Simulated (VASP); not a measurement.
# Al9O in VASP: further runs, part 2 of 2

VASP 6.6.1. The steps go on from the part before.

## (4) Single point, PBE

INCAR

```
SYSTEM = Al9O
PREC = Accurate
ENCUT = 520
EDIFF = 1E-7
ISMEAR = 0
SIGMA = 0.1
LREAL = .False.
LASPH = .True.
NELM = 100
ALGO = Normal
ISIF = 2
LWAVE = .False.
LCHARG = .False.
LDIPOL = .True.
IDIPOL = 3
DIPOL = 0.5 0.5 0.333
GGA = PE
NBANDS = 28
```

KPOINTS

```
regular mesh
0
Gamma
  9 3 1
  0 0 0
```

POSCAR

```
Al9O
1.0
    2.8543223330      0.0000000000      0.0000000000
   -1.4271611665      9.7033329366      0.0000000000
    0.0000000000      0.0000000000     20.2902708969
Al O
9 1
Direct
    0.5324485604      0.0648971207      0.1971388169
    0.6709687938      0.3419375876      0.2462255645
    0.2986728405      0.5973456810      0.2560429140
    0.9263768872      0.8527537744      0.2658602636
    0.0639738222      0.1277383808      0.3154281718
    0.1995905480      0.4042696935      0.3707822583
    0.8288544886      0.6597110299      0.3785032288
    0.4526361687      0.9111292155      0.3874342692
    0.1468146338      0.1214992243      0.4592685565
    1.0925232094      0.9314597089      0.4544586954
```

Potentials or basis: VASP PAW PBE potentials, release 64 (Al, O).

On the command line:

```
$ cat potpaw_PBE.64/Al/POTCAR potpaw_PBE.64/O/POTCAR > POTCAR
$ mpirun -np 1 vasp_std > vasp.out
```

OUTCAR:

```text
SYSTEM = Al9O
   PREC = Accurate
   ENCUT = 520
   EDIFF = 1E-7
   ISMEAR = 0
   LREAL = .False.
   LASPH = .True.
   NELM = 100
   ISIF = 2
   GGA = PE

 ion  position               nearest neighbor table
   1  0.532  0.065  0.197-   5 2.86   5 2.86   2 2.87   4 2.87   4 2.87
   2  0.671  0.342  0.246-   1 2.87   3 2.87   3 2.87   5 2.89   5 2.89   6 2.96   6 2.97
   3  0.299  0.597  0.256-   2 2.87   2 2.87   4 2.87   4 2.87   7 2.93   7 2.93   6 2.99
   4  0.926  0.853  0.266-   5 2.85   3 2.87   3 2.87   1 2.87   1 2.87   8 2.90   8 2.91   7 2.96

   5  0.064  0.128  0.315-   4 2.85   1 2.86   1 2.86   2 2.89   2 2.89   6 2.91   8 2.93   9 2.93
                             8 2.93
   6  0.200  0.404  0.371-   7 2.86   7 2.87   5 2.91   2 2.96   2 2.97   3 2.99   9 3.29
   7  0.829  0.660  0.379-   8 2.83   8 2.83   6 2.86   6 2.87   3 2.93   3 2.93   4 2.96
   8  0.453  0.911  0.387-  10 1.73  10 2.26   9 2.77   7 2.83   7 2.83   4 2.90   4 2.91   5 2.93
                             5 2.93   9 3.02
   9  0.147  0.121  0.459-  10 1.85   8 2.77   5 2.93   8 3.02   6 3.29
  10  0.093  0.931  0.454-   8 1.73   9 1.85   8 2.26

  LATTYP: Found a base centered orthorhombic cell.
 ALAT       =     2.8543223330
 B/A-ratio  =     6.7990449603
 C/A-ratio  =     7.1086123183

  Lattice vectors:

 A1 = (   1.4271611665,  -9.7033329366,   0.0000000000)
 A2 = (   1.4271611665,   9.7033329366,   0.0000000000)
 A3 = (   0.0000000000,   0.0000000000,  20.2902708969)

Analysis of symmetry for initial positions (statically):
=====================================================================
 Subroutine PRICEL returns:
 Original cell was already a primitive cell.

 Routine SETGRP: Setting up the symmetry group for a
 base centered orthorhombic supercell.

 Subroutine GETGRP returns: Found  1 space group operations
 (whereof  1 operations were pure point group operations)
 out of a pool of  8 trial point group operations.

The static configuration has the point symmetry C_1 .

Analysis of symmetry for dynamics (positions and initial velocities):
=====================================================================
 Subroutine PRICEL returns:
 Original cell was already a primitive cell.

 Routine SETGRP: Setting up the symmetry group for a
 base centered orthorhombic supercell.

 Subroutine GETGRP returns: Found  1 space group operations
 (whereof  1 operations were pure point group operations)
 out of a pool of  8 trial point group operations.

The dynamic configuration has the point symmetry C_1 .

 Subroutine INISYM returns: Found  1 space group operations
 (whereof  1 operations are pure point group operations),
 and found     1 'primitive' translations

----------------------------------------------------------------------------------------

                                     Primitive cell

  volume of cell :     561.9683

  direct lattice vectors                    reciprocal lattice vectors
     2.854322333  0.000000000  0.000000000     0.350345856  0.051528686  0.000000000
[... 97 lines left out ...]
   total plane-waves  NPLWV = 307200
   dimension x,y,z NGX =    24 NGY =   80 NGZ =  160
   dimension x,y,z NGXF=    48 NGYF=  160 NGZF=  320
   ions per type =               9   1
   NGX,Y,Z   is equivalent  to a cutoff of  13.98, 13.56, 13.11 a.u.
   NGXF,Y,Z  is equivalent  to a cutoff of  27.96, 27.12, 26.22 a.u.
 SYSTEM =  Al9O
   PREC   = accura    normal or accurate (medium, high low for compatibility)
   ISTART =      0    job   : 0-new  1-cont  2-samecut
   ICHARG =      2    charge: 1-file 2-atom 10-const
   ISPIN  =      1    spin polarized calculation?
   LNONCOLLINEAR =      F non collinear calculations
   LSORBIT =      F    spin-orbit coupling
   LASPH  =      T    aspherical Exc in radial PAW
   ENCUT  =  520.0 eV  38.22 Ry    6.18 a.u.   5.31 18.24 37.73*2*pi/ulx,y,z
   NELM   =    100;   NELMIN=  2; NELMDL= -5     # of ELM steps
   EDIFF  = 0.1E-06   stopping-criterion for ELM
   LREAL  =      F    real-space projection
   EDIFFG = 0.1E-05   stopping-criterion for IOM
   NSW    =      0    number of steps for IOM
   IBRION =     -1    ionic relax: 0-MD 1-quasi-New 2-CG
   NFREE  =      0    steps in history (QN), initial steepest desc. (CG)
   ISIF   =      2    stress and relaxation
   ISYM   =      2    0-nonsym 1-usesym 2-fastsym
   POTIM  = 0.5000    time-step for ionic-motion
   TEBEG  =    0.0;   TEEND  =   0.0 temperature during run
   PSTRESS=    0.0 pullay stress
   NELECT =      33.0000    total number of electrons
   NUPDOWN=      -1.0000    fix difference up-down
   EMIN   =  10.00;   EMAX   =-10.00  energy-range for DOS
   EFERMI =   0.00;   METHOD = LEGACY
   ISMEAR =     0;   SIGMA  =   0.10  broadening in eV -4-tet -1-fermi 0-gaus
   EFERMI_NEDOS =   21; number of points for ismear=-14 and -15
   IALGO  =     38    algorithm
   IMIX   =      4    mixing-type and parameters
     AMIX     =   0.40;   BMIX     =  1.00
     AMIX_MAG =   1.60;   BMIX_MAG =  1.00
  volume/ion in A,a.u.               =      56.20       379.23
  Fermi-wavevector in a.u.,A,eV,Ry     =   0.636320  1.202470  5.509041  0.404903
  Thomas-Fermi vector in A             =   1.700950
   LORBIT       =      0    0 simple, 1 ext, 2 COOP (PROOUT), +10 PAW based schemes
   GGA     = PE    functional components
   LHFCALC =     F    Hartree Fock is set to
   AEXX    =    0.0000 exact exchange contribution
   IVDW    =     0    specifies the selected vdW correction
   LEPSILON=     F    determine dielectric tensor
   LRPA    =     F    only Hartree local field effects (RPA)
 non-spin polarized calculation
 Gauss-broadening in eV      SIGMA  =   0.10
  energy-cutoff  :      520.00
  volume of cell :      561.97
 maximum number of plane-waves:     15174
 NGX is ok and might be reduce to    24
   NGX = 11   NGY = 37   NGZ = 75

 dipolmoment           0.000000      0.000000     -0.050940 electrons x Angstroem

 number of electron      32.9999994 magnetization

 dipolmoment           0.000000      0.000000      0.032232 electrons x Angstroem

 Free energy of the ion-electron system (eV)
  ---------------------------------------------------
  ext. energy  EPLUGINS =         0.00000000
  ---------------------------------------------------
  free energy    TOTEN  =       -38.91427337 eV

  energy without entropy =      -38.90303406  energy(sigma->0) =      -38.90865372

 E-fermi :  -0.9210     XC(G=0):  -3.8283

 val. band max:       -0.9978939793   @ k =  -0.4444   0.3333   0.0000
 cond. band min:      -0.8561303295   @ k =   0.3333  -0.0000   0.0000
 fundamental gap:      0.1417636498
 Fermi energy:        -0.9209725065

 k-point     1 :       0.0000    0.0000    0.0000
  band No.  band energies     occupation
      1     -20.3819      2.00000
      2     -10.6858      2.00000
      3      -9.3153      2.00000
      4      -9.1371      2.00000
      5      -8.0851      2.00000
      6      -7.7008      2.00000
[... 423 lines left out ...]
     27       3.5987      0.00000
     28       3.7735      0.00000

------------------------ aborting loop because EDIFF is reached ----------------------------------------

 vacuum level on the upper side and lower side of the slab       (xc-potential included)         0.055        -0.154

  FORCE on cell =-STRESS in cart. coord.  units (eV):
  Direction    XX          YY          ZZ          XY          YZ          ZX
  --------------------------------------------------------------------------------------
  -------------------------------------------------------------------------------------
  Total       -6.1941981     -5.0785479     -0.2734068      0.6063724      1.0585906     -1.7546879
  in kB      -17.6597226    -14.4789926     -0.7794856      1.7287740      3.0180527     -5.0026334
  external PRESSURE =     -10.9727336 kB  Pullay stress =       0.0000000 kB

 VOLUME and BASIS-vectors are now :
 -----------------------------------------------------------------------------
  energy-cutoff  :      520.00
  volume of cell :      561.97
      direct lattice vectors                 reciprocal lattice vectors
     2.854322333  0.000000000  0.000000000     0.350345856  0.051528686  0.000000000
    -1.427161166  9.703332937  0.000000000     0.000000000  0.103057373  0.000000000
     0.000000000  0.000000000 20.290270897     0.000000000  0.000000000  0.049284704

 POSITION                                       TOTAL-FORCE (eV/Angst)
 -----------------------------------------------------------------------------------
      1.42716      0.62972      4.00000         0.016546      0.172182     -0.049213
      1.42716      3.31793      4.99598         0.025847      0.054759     -0.010162
     -0.00000      5.79624      5.19518        -0.013158     -0.192142      0.042340
      1.42716      8.27455      5.39438        -0.033574     -0.144588      0.040380
      0.00030      1.23949      6.40012        -0.076342      0.166754      0.230082
     -0.00726      3.92276      7.52327        -0.001965      0.053047     -0.039527
      1.42430      6.40140      7.67993        -0.039723     -0.482822     -0.164627
     -0.00836      8.84099      7.86115         1.484488     -0.497291     -0.078580
      0.24566      1.17895      9.31868        -0.020673      0.024600      0.012118
     -1.06525      9.03826      9.22109        -1.341445      0.845500      0.017189
 -----------------------------------------------------------------------------------
    total drift:                               -0.000222      0.000111     -0.000241

  FREE ENERGIE OF THE ION-ELECTRON SYSTEM (eV)
  ---------------------------------------------------
  free  energy   TOTEN  =       -38.9142733686 eV

  energy  without entropy=      -38.9030340638  energy(sigma->0) =      -38.90865372

 vacuum level on the upper side and lower side of the slab         3.481         3.265
```

Wall time 4.6 min (1 thread of Intel Xeon 6975P-C (Granite Rapids), shared host); peak memory 0.7 GiB.

Results:

```yaml
Free_energy: -38.9143 eV
Largest_force: 1.586 eV/Å
```

Forces on the atoms (eV/Å):
```
Al   0.017  0.172 -0.049
Al   0.026  0.055 -0.010
Al  -0.013 -0.192  0.042
Al  -0.034 -0.145  0.040
Al  -0.076  0.167  0.230
Al  -0.002  0.053 -0.040
Al  -0.040 -0.483 -0.165
Al   1.484 -0.497 -0.079
Al  -0.021  0.025  0.012
O   -1.341  0.846  0.017
```

Caveat: an odd number of electrons without spin polarisation forces a metal; a magnetic or distorted state may lie lower.

## (5) Single point, PBE

INCAR

```
SYSTEM = Al9O
PREC = Accurate
ENCUT = 520
EDIFF = 1E-6
ISMEAR = 0
SIGMA = 0.1
LREAL = .FALSE.
LASPH = .TRUE.
NELM = 80
ALGO = Normal
ISIF = 2
LWAVE = .FALSE.
LCHARG = .FALSE.
LDIPOL = .TRUE.
IDIPOL = 3
DIPOL = 0.5 0.5 0.331
GGA = PE
NBANDS = 28
```

KPOINTS

```
Automatic mesh
0
G
  9 3 1
  0 0 0
```

Edit POSCAR of step 4 so:

```diff
@@ -16,3 +16,3 @@
     0.4526361687      0.9111292155      0.3874342692
-    0.1468146338      0.1214992243      0.4592685565
-    1.0925232094      0.9314597089      0.4544586954
+    0.6902730505      0.2348197241      0.4580635452
+    0.8425232094      0.4314597089      0.4374279846
```

On the command line:

```
$ cat potpaw_PBE.64/Al/POTCAR potpaw_PBE.64/O/POTCAR > POTCAR
$ mpirun -np 1 vasp_std > vasp.out
```

It took 4.6 min on 1 thread of Intel Xeon 6975P-C (Granite Rapids), shared host; peak memory 0.68 GiB.

It converged, with:

- Free energy: -38.5278 eV
- Largest force: 1.871 eV/Å

Forces in eV/Å, atoms in the order of the input:
```
Al  -0.012  0.168  0.080
Al  -0.047  0.184  0.032
Al   0.013 -0.295  0.161
Al  -0.010 -0.266 -0.057
Al   0.009  0.300  0.733
Al   1.546  0.268 -1.020
Al   0.087  0.361 -0.022
Al   0.021  0.132  0.064
Al   0.000  0.000  0.002
O   -1.607 -0.853  0.027
```

Levels at points of the mesh, in eV from the Fermi level:
```tsv
k point	band 15	band 16	band 17	band 18	band 19	band 20
(0.00, 0.00, 0.00)	-1.72	-1.07	-0.30	0.32	0.76	2.11
```

Caveat: an odd number of electrons without spin polarisation forces a metal; a magnetic or distorted state may lie lower.
